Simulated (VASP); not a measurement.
## GaAs: single point with PBE-based screened hybrid with 35 % exact exchange

The system is GaAs.

```
Ga As
1.0
     0.00000    2.83309    2.83309
     2.83309    0.00000    2.83309
     2.83309    2.83309    0.00000
Ga As
1 1
Direct
  0.00000 0.00000 0.00000
  0.25000 0.25000 0.25000
```

- Program: VASP 6.6.1
- Task: single point
- Functional: PBE-based screened hybrid with 35 % exact exchange
- Potentials or basis: VASP PAW PBE potentials, release 64 (Ga_d, As)
- Cutoff: 520 eV
- k mesh: 4 × 4 × 4
- Occupations: gaussian, width 0.01 eV
- Spin: no spin polarisation
- Dipole correction: no
- Grid for exact exchange (PRECFOCK): Normal
- Share of exact exchange: 0.35
- Further INCAR settings: ALGO = Normal; EDIFF = 1e-07; NBANDS = 16
- Screening parameter: 0.1 1/Å

```json
{
  "Pressure": "-0.6 GPa",
  "Band gap on the k mesh": "2.30 eV"
}
```

Levels at points of the mesh, in eV from the valence-band top:
```
           k point  band 5  band 6  band 7  band 8  band 9  band 10  band 11  band 12  band 13  band 14
(0.00, 0.00, 0.00)  -18.39  -14.43    0.00    0.00    0.00     2.30     5.38     5.38     5.38     9.49
(0.50, 0.00, 0.00)  -18.38  -12.46   -7.42   -1.26   -1.26     2.60     6.31     6.31     9.52    12.55
(0.50, 0.50, 0.00)  -18.38  -11.61   -7.59   -2.98   -2.98     2.83     3.13    12.56    12.56    13.25
```

Run time: 7.8 min on 1 thread of Intel(R) Xeon(R) Platinum 8375C CPU @ 2.90GHz (Ice Lake) (shared host), peak memory 0.27 GiB.

Caveat: the k points lie up to 0.48 Å⁻¹ apart; the PAW data sets were made with another functional, which shifts forces and pressure a little. A k mesh can miss the band edges.
